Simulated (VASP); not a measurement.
# ZnS in VASP: notebook

Runs on ZnS. Level: PBE. Tasks: single point.

Program: VASP 6.6.1. These are calculated values, not measurements. Logs are shortened: lines on timing, memory, paths and dates and some standing lists are left out, and cuts for length are marked.

**1. The cell of the first run**

The structure is orthorhombic, space group Imm2 (No. 44). The conventional cell has a = 3.825 Å, b = 3.825 Å, c = 5.409 Å, α = 90.00°, β = 90.00°, γ = 90.00°. Zn (site symmetry mm2) has 4 S at 2.26 to 2.43 Å within 3.0 Å. Within 3.0 Å of S (site symmetry mm2) lie 4 Zn at 2.26 to 2.43 Å.

**2. Single point, PBE (one atom moved)**

INCAR reads:

```
PREC = Accurate
ENCUT = 520
EDIFF = 1E-6
ISMEAR = 0
SIGMA = 0.02
LREAL = F
LASPH = T
NELM = 100
ALGO = Normal
ISIF = 2
LWAVE = F
LCHARG = F
GGA = PE
NBANDS = 16
```

KPOINTS reads:

```
Automatic mesh
0
Gamma
  10 10 10
```

POSCAR reads:

```
ZnS
1.0
    0.0000000000      2.7046500000      2.7046500000
    2.7046500000      0.0000000000      2.7046500000
    2.7046500000      2.7046500000      0.0000000000
Zn S
1 1
Direct
    0.0000000000      0.0000000000      0.0000000000
    0.7777300205      0.7222699795      0.7777300205
```

Potentials or basis: VASP PAW PBE potentials, release 64 (Zn, S).

Launch:

```
cat potpaw_PBE.64/Zn/POTCAR potpaw_PBE.64/S/POTCAR > POTCAR
mpirun -np 1 vasp_std > vasp.out
```

OUTCAR:

```text
PREC = Accurate
   ENCUT = 520
   EDIFF = 1E-6
   ISMEAR = 0
   LREAL = F
   LASPH = T
   NELM = 100
   ISIF = 2
   GGA = PE

 ion  position               nearest neighbor table
   1  0.000  0.000  0.000-   2 2.26   2 2.26   2 2.43   2 2.43
   2  0.778  0.722  0.778-   1 2.26   1 2.26   1 2.43   1 2.43

  LATTYP: Found a face centered cubic cell.
 ALAT       =     5.4093000000

  Lattice vectors:

 A1 = (   0.0000000000,   2.7046500000,   2.7046500000)
 A2 = (   2.7046500000,   0.0000000000,   2.7046500000)
 A3 = (   2.7046500000,   2.7046500000,   0.0000000000)

Analysis of symmetry for initial positions (statically):
=====================================================================
 Subroutine PRICEL returns:
 Original cell was already a primitive cell.

 Routine SETGRP: Setting up the symmetry group for a
 face centered cubic supercell.

 Subroutine GETGRP returns: Found  4 space group operations
 (whereof  4 operations were pure point group operations)
 out of a pool of 48 trial point group operations.

The static configuration has the point symmetry C_2v.

Analysis of symmetry for dynamics (positions and initial velocities):
=====================================================================
 Subroutine PRICEL returns:
 Original cell was already a primitive cell.

 Routine SETGRP: Setting up the symmetry group for a
 face centered cubic supercell.

 Subroutine GETGRP returns: Found  4 space group operations
 (whereof  4 operations were pure point group operations)
 out of a pool of 48 trial point group operations.

The dynamic configuration has the point symmetry C_2v.

 Subroutine INISYM returns: Found  4 space group operations
 (whereof  4 operations are pure point group operations),
 and found     1 'primitive' translations

----------------------------------------------------------------------------------------

                                     Primitive cell

  volume of cell :      39.5697

  direct lattice vectors                    reciprocal lattice vectors
     0.000000000  2.704650000  2.704650000    -0.184866803  0.184866803  0.184866803
     2.704650000  0.000000000  2.704650000     0.184866803 -0.184866803  0.184866803
     2.704650000  2.704650000  0.000000000     0.184866803  0.184866803 -0.184866803

  length of vectors
     3.824952711  3.824952711  3.824952711     0.320198696  0.320198696  0.320198696

  position of ions in fractional coordinates (direct lattice)
     0.000000000  0.000000000  0.000000000
     0.777730021  0.722269979  0.777730021

  ion indices of the primitive-cell ions
   primitive index   ion index
                 1           1
                 2           2

----------------------------------------------------------------------------------------

 KPOINTS: Automatic mesh

Automatic generation of k-mesh.
 Grid dimensions read from file:
 generate k-points for:   10   10   10

 Generating k-lattice:

  Cartesian coordinates                     Fractional coordinates (reciprocal lattice)
    -0.018486680  0.018486680  0.018486680     0.100000000  0.000000000  0.000000000
     0.018486680 -0.018486680  0.018486680     0.000000000  0.100000000  0.000000000
     0.018486680  0.018486680 -0.018486680     0.000000000  0.000000000  0.100000000

  Length of vectors
     0.032019870  0.032019870  0.032019870

  Shift w.r.t. Gamma in fractional coordinates (k-lattice)
     0.000000000  0.000000000  0.000000000

 Subroutine IBZKPT returns following result:
 ===========================================

 Found    171 irreducible k-points:

 Following reciprocal coordinates:
            Coordinates               Weight
  0.000000  0.000000  0.000000      1.000000
  0.100000  0.000000  0.000000      4.000000
  0.000000  0.100000  0.000000      4.000000
  0.200000  0.000000  0.000000      4.000000
  0.000000  0.200000  0.000000      4.000000
  0.300000  0.000000  0.000000      4.000000
[... 16 lines left out ...]
  0.000000  0.400000  0.100000      8.000000
  0.100000  0.000000  0.400000      4.000000
 [... further k-points ...]
   k-points           NKPTS =    171   k-points in BZ     NKDIM =    171   number of bands    NBANDS=     16
   number of dos      NEDOS =    301   number of ions     NIONS =      2
   total plane-waves  NPLWV =  21952
   dimension x,y,z NGX =    28 NGY =   28 NGZ =   28
   dimension x,y,z NGXF=    56 NGYF=   56 NGZF=   56
   ions per type =               1   1
   NGX,Y,Z   is equivalent  to a cutoff of  12.17, 12.17, 12.17 a.u.
   NGXF,Y,Z  is equivalent  to a cutoff of  24.34, 24.34, 24.34 a.u.
 SYSTEM =  unknown system
   PREC   = accura    normal or accurate (medium, high low for compatibility)
   ISTART =      0    job   : 0-new  1-cont  2-samecut
   ICHARG =      2    charge: 1-file 2-atom 10-const
   ISPIN  =      1    spin polarized calculation?
   LNONCOLLINEAR =      F non collinear calculations
   LSORBIT =      F    spin-orbit coupling
   LASPH  =      T    aspherical Exc in radial PAW
   ENCUT  =  520.0 eV  38.22 Ry    6.18 a.u.   7.11  7.11  7.11*2*pi/ulx,y,z
   NELM   =    100;   NELMIN=  2; NELMDL= -5     # of ELM steps
   EDIFF  = 0.1E-05   stopping-criterion for ELM
   LREAL  =      F    real-space projection
   EDIFFG = 0.1E-04   stopping-criterion for IOM
   NSW    =      0    number of steps for IOM
   IBRION =     -1    ionic relax: 0-MD 1-quasi-New 2-CG
   NFREE  =      0    steps in history (QN), initial steepest desc. (CG)
   ISIF   =      2    stress and relaxation
   ISYM   =      2    0-nonsym 1-usesym 2-fastsym
   POTIM  = 0.5000    time-step for ionic-motion
   TEBEG  =    0.0;   TEEND  =   0.0 temperature during run
   PSTRESS=    0.0 pullay stress
   NELECT =      18.0000    total number of electrons
   NUPDOWN=      -1.0000    fix difference up-down
   EMIN   =  10.00;   EMAX   =-10.00  energy-range for DOS
   EFERMI =   0.00;   METHOD = LEGACY
   ISMEAR =     0;   SIGMA  =   0.02  broadening in eV -4-tet -1-fermi 0-gaus
   EFERMI_NEDOS =   21; number of points for ismear=-14 and -15
   IALGO  =     38    algorithm
   IMIX   =      4    mixing-type and parameters
     AMIX     =   0.40;   BMIX     =  1.00
     AMIX_MAG =   1.60;   BMIX_MAG =  1.00
  volume/ion in A,a.u.               =      19.78       133.51
  Fermi-wavevector in a.u.,A,eV,Ry     =   1.259055  2.379268 21.568210  1.585219
  Thomas-Fermi vector in A             =   2.392634
   LORBIT       =      0    0 simple, 1 ext, 2 COOP (PROOUT), +10 PAW based schemes
   GGA     = PE    functional components
   LHFCALC =     F    Hartree Fock is set to
   AEXX    =    0.0000 exact exchange contribution
   IVDW    =     0    specifies the selected vdW correction
   LEPSILON=     F    determine dielectric tensor
   LRPA    =     F    only Hartree local field effects (RPA)
 non-spin polarized calculation
 Gauss-broadening in eV      SIGMA  =   0.02
  energy-cutoff  :      520.00
  volume of cell :       39.57
 maximum number of plane-waves:      1090
   NGX = 15   NGY = 15   NGZ = 15

 number of electron      18.0000000 magnetization

 Free energy of the ion-electron system (eV)
  ---------------------------------------------------
  ext. energy  EPLUGINS =         0.00000000
  ---------------------------------------------------
  free energy    TOTEN  =        -6.78409230 eV

  energy without entropy =       -6.78409230  energy(sigma->0) =       -6.78409230

 E-fermi :   2.3045     XC(G=0):  -9.6160

 val. band max:        2.1665991111   @ k =   0.0000   0.0000   0.0000
 cond. band min:       4.1945991679   @ k =   0.0000   0.0000   0.0000
 fundamental gap:      2.0280000568
 Fermi energy:         2.3045450127

 k-point     1 :       0.0000    0.0000    0.0000
  band No.  band energies     occupation
      1     -11.0623      2.00000
      2      -4.3949      2.00000
      3      -4.2884      2.00000
      4      -4.1810      2.00000
      5      -3.7961      2.00000
      6      -3.7891      2.00000
[... 8 lines left out ...]
     15      13.8361      0.00000
     16      13.8901      0.00000

 k-point     2 :       0.1000    0.0000    0.0000
  band No.  band energies     occupation
      1     -10.9897      2.00000
      2      -4.3813      2.00000
      3      -4.2836      2.00000
      4      -4.1763      2.00000
      5      -3.7969      2.00000
      6      -3.7885      2.00000
[... 8 lines left out ...]
     15      13.4273      0.00000
     16      14.5125      0.00000

 k-point     3 :       0.0000    0.1000    0.0000
  band No.  band energies     occupation
      1     -10.9850      2.00000
      2      -4.3936      2.00000
      3      -4.2708      2.00000
      4      -4.1684      2.00000
      5      -3.7981      2.00000
      6      -3.7919      2.00000
[... 8 lines left out ...]
     15      13.3517      0.00000
     16      14.4547      0.00000

 k-point     4 :       0.2000    0.0000    0.0000
  band No.  band energies     occupation
      1     -10.7896      2.00000
      2      -4.3468      2.00000
      3      -4.2668      2.00000
      4      -4.1532      2.00000
      5      -3.7963      2.00000
      6      -3.7836      2.00000
[... 8 lines left out ...]
     15      13.0942      0.00000
     16      14.5379      0.00000
[... 324 lines left out ...]
 k-point    22 :       0.4000    0.1000    0.0000
  band No.  band energies     occupation
      1     -10.3013      2.00000
      2      -4.2918      2.00000
      3      -4.1967      2.00000
      4      -3.9789      2.00000
      5      -3.7695      2.00000
      6      -3.7368      2.00000
[... 8 lines left out ...]
     15      14.6897      0.00000
     16      15.0954      0.00000

 k-point    23 :       0.0000    0.4000    0.1000
  band No.  band energies     occupation
      1     -10.2475      2.00000
      2      -4.2319      2.00000
      3      -4.1001      2.00000
      4      -4.0244      2.00000
      5      -3.7968      2.00000
      6      -3.7656      2.00000
[... 8 lines left out ...]
     15      14.7753      0.00000
     16      14.8031      0.00000

 k-point    24 :       0.1000    0.0000    0.4000
  band No.  band energies     occupation
      1     -10.2991      2.00000
      2      -4.2655      2.00000
      3      -4.2312      2.00000
      4      -3.9235      2.00000
      5      -3.7691      2.00000
      6      -3.7684      2.00000
[... 8 lines left out ...]
     15      14.7863      0.00000
     16      14.8205      0.00000

 [... further k-points ...]

------------------------ aborting loop because EDIFF is reached ----------------------------------------

  FORCE on cell =-STRESS in cart. coord.  units (eV):
  Direction    XX          YY          ZZ          XY          YZ          ZX
  --------------------------------------------------------------------------------------
  -------------------------------------------------------------------------------------
  Total        0.6265778      0.4394169      0.6265778      0.0000000      0.0000000      0.8600361
  in kB       25.3701112     17.7919722     25.3701112      0.0000000      0.0000000     34.8228290
  external PRESSURE =      22.8440649 kB  Pullay stress =       0.0000000 kB

 VOLUME and BASIS-vectors are now :
 -----------------------------------------------------------------------------
  energy-cutoff  :      520.00
  volume of cell :       39.57
      direct lattice vectors                 reciprocal lattice vectors
     0.000000000  2.704650000  2.704650000    -0.184866803  0.184866803  0.184866803
     2.704650000  0.000000000  2.704650000     0.184866803 -0.184866803  0.184866803
     2.704650000  2.704650000  0.000000000     0.184866803  0.184866803 -0.184866803

 POSITION                                       TOTAL-FORCE (eV/Angst)
 -----------------------------------------------------------------------------------
      0.00000      0.00000      0.00000         0.000000      0.853498      0.000000
      4.05697      4.20697      4.05697         0.000000     -0.853498      0.000000
 -----------------------------------------------------------------------------------
    total drift:                                0.000001     -0.000077      0.000001

  FREE ENERGIE OF THE ION-ELECTRON SYSTEM (eV)
  ---------------------------------------------------
  free  energy   TOTEN  =        -6.7840922989 eV

  energy  without entropy=       -6.7840922989  energy(sigma->0) =       -6.78409230
```

Wall time 2.4 min (1 thread of Intel Xeon 8259CL, shared host); peak memory 0.24 GiB.

Results:

```yaml
Free_energy: -6.7841 eV
Pressure: 2.3 GPa
Largest_force: 0.853 eV/Å
Band_gap_on_the_k_mesh: 2.03 eV
```

Forces on the atoms (eV/Å):
```
Zn   0.000  0.853  0.000
S    0.000 -0.853  0.000
```

Stress tensor (GPa, compression positive):
```
2.54 0.00 3.48
0.00 1.78 0.00
3.48 0.00 2.54
```

Levels at points of the mesh, in eV from the valence-band top:
```csv
k point,band 7,band 8,band 9,band 10,band 11,band 12
"(0.00, 0.00, 0.00)",-0.26,-0.06,0.00,2.03,6.30,6.30
"(0.50, 0.00, 0.00)",-5.12,-1.12,-0.70,3.09,6.39,7.10
"(0.00, 0.50, 0.00)",-5.53,-1.18,-0.79,3.35,6.60,7.33
"(0.50, 0.50, 0.00)",-4.65,-2.29,-2.24,3.29,3.96,10.85
"(0.50, 0.00, 0.50)",-4.59,-2.36,-2.24,3.20,4.11,10.82
```

Caveat: the cell differs from its parent crystal (one atom moved).

**3. Single point, PBE (one atom moved)**

INCAR reads:

```
SYSTEM = ZnS
ALGO = Normal ; EDIFF = 1E-6
ENCUT = 520 ; GGA = PE
ISIF = 2 ; ISMEAR = 0
LASPH = .TRUE. ; LCHARG = .FALSE.
LREAL = .FALSE. ; LWAVE = .FALSE.
NBANDS = 16 ; NELM = 100
PREC = Accurate ; SIGMA = 0.02
```

KPOINTS reads:

```
k-points
0
G
  10 10 10
  0 0 0
```

POSCAR reads:

```
ZnS
1.0
    0.0000000000      2.7046500000      2.7046500000
    2.7046500000      0.0000000000      2.7046500000
    2.7046500000      2.7046500000      0.0000000000
Zn S
1 1
Direct
    0.0277300205     -0.0277300205      0.0277300205
    0.7500000000      0.7500000000      0.7500000000
```

Potentials or basis: VASP PAW PBE potentials, release 64 (Zn, S).

Launch:

```
cat potpaw_PBE.64/Zn/POTCAR potpaw_PBE.64/S/POTCAR > POTCAR
mpirun -np 1 vasp_std > vasp.out
```

OUTCAR:

```text
SYSTEM = ZnS
   EDIFF = 1E-6
   ENCUT = 520
   GGA = PE
   ISIF = 2
   ISMEAR = 0
   LASPH = .TRUE.
   LREAL = .FALSE.
   NELM = 100
   PREC = Accurate

 ion  position               nearest neighbor table
   1  0.028  0.972  0.028-   2 2.26   2 2.26   2 2.43   2 2.43
   2  0.750  0.750  0.750-   1 2.26   1 2.26   1 2.43   1 2.43

  LATTYP: Found a face centered cubic cell.
 ALAT       =     5.4093000000

  Lattice vectors:

 A1 = (   0.0000000000,   2.7046500000,   2.7046500000)
[... 641 lines left out ...]

------------------------ aborting loop because EDIFF is reached ----------------------------------------

  FORCE on cell =-STRESS in cart. coord.  units (eV):
  Direction    XX          YY          ZZ          XY          YZ          ZX
  --------------------------------------------------------------------------------------
  -------------------------------------------------------------------------------------
  Total        0.6283497      0.4411722      0.6283497      0.0000000      0.0000000     -0.8600727
  in kB       25.4418569     17.8630469     25.4418569      0.0000000      0.0000000    -34.8243122
  external PRESSURE =      22.9155869 kB  Pullay stress =       0.0000000 kB

 VOLUME and BASIS-vectors are now :
 -----------------------------------------------------------------------------
  energy-cutoff  :      520.00
  volume of cell :       39.57
      direct lattice vectors                 reciprocal lattice vectors
     0.000000000  2.704650000  2.704650000    -0.184866803  0.184866803  0.184866803
     2.704650000  0.000000000  2.704650000     0.184866803 -0.184866803  0.184866803
     2.704650000  2.704650000  0.000000000     0.184866803  0.184866803 -0.184866803

 POSITION                                       TOTAL-FORCE (eV/Angst)
 -----------------------------------------------------------------------------------
      2.70465      0.15000      2.70465         0.000000     -0.853467      0.000000
      4.05697      4.05697      4.05697         0.000000      0.853467      0.000000
 -----------------------------------------------------------------------------------
    total drift:                                0.000000     -0.000000      0.000000

  FREE ENERGIE OF THE ION-ELECTRON SYSTEM (eV)
  ---------------------------------------------------
  free  energy   TOTEN  =        -6.7840771426 eV

  energy  without entropy=       -6.7840771426  energy(sigma->0) =       -6.78407714
```

OSZICAR:

```text
N       E                     dE             d eps       ncg     rms          rms(c)
DAV:   1     0.881783965807E+02    0.88178E+02   -0.86341E+03  5488   0.137E+03
DAV:   2    -0.144986313660E+01   -0.89628E+02   -0.83707E+02  6224   0.259E+02
DAV:   3    -0.716605301854E+01   -0.57162E+01   -0.56922E+01  6920   0.640E+01
DAV:   4    -0.722450027884E+01   -0.58447E-01   -0.58436E-01  6688   0.667E+00
DAV:   5    -0.722519314559E+01   -0.69287E-03   -0.69285E-03  6968   0.698E-01    0.699E+00
DAV:   6    -0.680549962007E+01    0.41969E+00   -0.76235E-01  8304   0.307E+01    0.544E+00
DAV:   7    -0.678449957993E+01    0.21000E-01   -0.25894E-01  6848   0.461E+00    0.277E+00
DAV:   8    -0.678367725069E+01    0.82233E-03   -0.53770E-03  7024   0.921E-01    0.735E-01
DAV:   9    -0.678391295018E+01   -0.23570E-03   -0.13469E-03  6976   0.295E-01    0.101E-01
DAV:  10    -0.678408230493E+01   -0.16935E-03   -0.21593E-04  6808   0.113E-01    0.447E-02
DAV:  11    -0.678407666002E+01    0.56449E-05   -0.22686E-05  6496   0.454E-02    0.775E-03
DAV:  12    -0.678407714257E+01   -0.48255E-06   -0.28789E-06  7256   0.163E-02
   1 F= -.67840771E+01 E0= -.67840771E+01  d E =-.247208E-25
```

It took 2.2 min on 1 thread of Intel Xeon 8259CL, shared host; peak memory 0.24 GiB.

Results:

```
Free energy            : -6.7841 eV
Pressure               : 2.3 GPa
Largest force          : 0.853 eV/Å
Band gap on the k mesh : 2.03 eV
```

Forces in eV/Å, atoms in the order of the input:
```
Zn   0.000 -0.853  0.000
S    0.000  0.853  0.000
```

Levels at points of the mesh, in eV from the valence-band top:
```csv
k point,band 7,band 8,band 9,band 10,band 11,band 12
"(0.00, 0.00, 0.00)",-0.26,-0.06,0.00,2.03,6.30,6.30
"(0.50, 0.00, 0.00)",-5.53,-1.18,-0.79,3.35,6.60,7.33
"(0.00, 0.50, 0.00)",-5.12,-1.12,-0.70,3.09,6.39,7.10
"(0.50, 0.50, 0.00)",-4.65,-2.29,-2.24,3.29,3.96,10.85
"(0.50, 0.00, 0.50)",-4.59,-2.36,-2.24,3.20,4.11,10.82
```

Caveat: the cell differs from its parent crystal (one atom moved).

(Continued in part 2 of 2.)
